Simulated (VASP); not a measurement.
**TiAl: single point with PBE**

The system is TiAl.

```
CELL_PARAMETERS angstrom
2.88625 0.00000 0.00000
-1.44313 2.49957 0.00000
0.00000 0.00000 4.70906
ATOMIC_POSITIONS crystal
Ti 0.00000 0.00000 0.00000
Al 0.33333 0.66667 0.50000
```

| Property | Result |
| --- | --- |
| Program | VASP 6.6.1 |
| Task | single point |
| Functional | PBE |
| Potentials or basis | VASP PAW PBE potentials, release 64 (Ti_sv, Al) |
| Cutoff | 520 eV |
| k mesh | 11 × 11 × 6 |
| Occupations | fermi-dirac, width 0.05 eV |
| Spin | no spin polarisation |
| Dipole correction | no |
| Further INCAR settings | ALGO = Normal; EDIFF = 1e-07; NBANDS = 14 |

The pressure is -1.8 GPa.

Stress tensor (GPa, compression positive):
```
-1.12  0.00  0.00
 0.00 -1.12  0.00
 0.00  0.00 -3.26
```

Levels at points of the mesh, in eV from the Fermi level:
```
           k point  band 4  band 5  band 6  band 7  band 8  band 9  band 10  band 11
(0.00, 0.00, 0.00)  -32.48   -8.80   -2.26   -1.80    1.27    1.27     2.72     2.72
(0.00, 0.00, 0.50)  -32.48   -7.93   -5.20   -0.40    1.28    1.28     2.65     2.65
```

Run time: 23 s on 1 thread of Intel(R) Xeon(R) Platinum 8375C CPU @ 2.90GHz (Ice Lake), with other jobs on the host, peak memory 0.17 GiB.
